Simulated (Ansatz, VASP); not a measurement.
**LiCl in VASP and in Ansatz**

```xyz
2
Lattice="3.2718 0.0000 0.0000 0.0000 3.2718 0.0000 0.0000 0.0000 3.2718" Properties=species:S:1:pos:R:3 pbc="T T T"
Li    0.0000    0.0000    0.0000
Cl    1.6359    1.6359    1.6359
```

Alike in both runs: task relaxation of cell and atoms; functional r2SCAN; k mesh 8 × 8 × 8; occupations gaussian, width 0.02 eV; no spin polarisation.

|  | VASP | Ansatz |
| --- | --- | --- |
| version | VASP 6.6.1 | Ansatz 0.2.0 |
| potentials or method | VASP PAW PBE potentials, release 64 (Li_sv, Cl), cutoff 600 eV | scalar-relativistic, plane waves, PAW |
| valence electrons in the cell | 10 | 10 |

|  | VASP | Ansatz | Ansatz less VASP |
| --- | --- | --- | --- |
| gap on the k mesh at the Fermi level, each at its own relaxed structure (eV) | 5.43 | 5.25 | -0.184 |
| relaxed volume (Å³/atom) | 17.31 | 17.51 | +0.204 |
| relaxed cell length with the largest relative difference (Å) | 3.259 | 3.272 | +0.0127 |

VASP's potentials were made for PBE, not for r2SCAN.

Noted on VASP's run: the cutoff is short for stress, so the pressure is rough.
